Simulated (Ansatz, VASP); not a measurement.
# YbBi: VASP beside Ansatz

File INCAR:

```
PREC = Accurate ; ENCUT = 600
EDIFF = 1E-7 ; ISMEAR = -1
SIGMA = 0.1 ; LREAL = False
LASPH = True ; NELM = 200
ALGO = Normal ; ISIF = 3
LWAVE = False ; LCHARG = False
ISPIN = 2 ; MAGMOM = 0 0 0 0
LORBIT = 11 ; LMAXMIX = 6
GGA = PE ; IBRION = 2
NSW = 60 ; EDIFFG = -0.02
GGA_COMPAT = False ; NELMIN = 4
```

Contents of KPOINTS:

```
Automatic mesh
0
Gamma
  4 4 4
```

File POSCAR:

```
YbBi
1.0
    0.0000000000      4.5947844500      0.0000000000
    4.5947844500      0.0000000000      0.0000000000
    2.2973922200      2.2973922200     -5.2771289800
Bi Yb
2 2
Direct
    0.5000000000      0.5000000000      0.0000000000
    0.2500000000      0.7500000000      0.5000000000
    0.0000000000      0.0000000000      0.0000000000
    0.7500000000      0.2500000000      0.5000000000
```

Input for Ansatz:

```yaml
crystal:
  lattice:
    - [0.0, 4.59478445, 0.0]
    - [4.59478445, 0.0, 0.0]
    - [2.29739222, 2.29739222, -5.27712898]
  atoms:
    - { symbol: Bi, position: [0.5, 0.5, 0.0] }
    - { symbol: Bi, position: [0.25, 0.75, 0.5] }
    - { symbol: Yb, position: [0.0, 0.0, 0.0] }
    - { symbol: Yb, position: [0.75, 0.25, 0.5] }
kpoints:
  mp_grid: { grid: [4, 4, 4], shift: [0, 0, 0] }
magnetization:
  spin_polarized: true
scf:
  occupations: { method: fermi_dirac }
  lower_state_search: light
  mixing: { algorithm: broyden, beta: 0.1 }
hamiltonian:
  pseudopotentials: { kind: paw }
  xc: pbe
basis:
  ecutwfc: 420
output:
  forces: true
  stress: true
  eigenvalues: true
relax:
  max_steps: 40
  cell: {}
  f_tol: 0.02
  max_displacement: 0.1
```

Alike in both runs: task relaxation of cell and atoms; functional PBE; k mesh 4 × 4 × 4; collinear spin.

|  | VASP | Ansatz |
| --- | --- | --- |
| version | VASP 6.6.1 | Ansatz 0.2.0 |
| potentials or method | VASP PAW PBE potentials, release 64 (Bi_d, Yb), cutoff 600 eV | PAW plane waves |
| occupations | fermi-dirac, width 0.1 eV | fermi-dirac |
| valence electrons in the cell | 78 | 78 |

|  | VASP | Ansatz | Ansatz less VASP |
| --- | --- | --- | --- |
| gap on the k mesh at the Fermi level, each at its own relaxed structure (eV) | none | none | - |
| relaxed volume (Å³/atom) | 29.82 | 29.96 | +0.141 |
| relaxed length of the cell vector where the two differ most in proportion (Å) | 4.565 | 4.572 | +0.0077 |

A gap of «none» marks a metal or a gap that the smearing closes. Ansatz's warnings: magnetic order settling ended, no starting moments.

The k mesh is coarse, so the values compare programs but aren't converged. Neither program's run includes spin-orbit coupling.
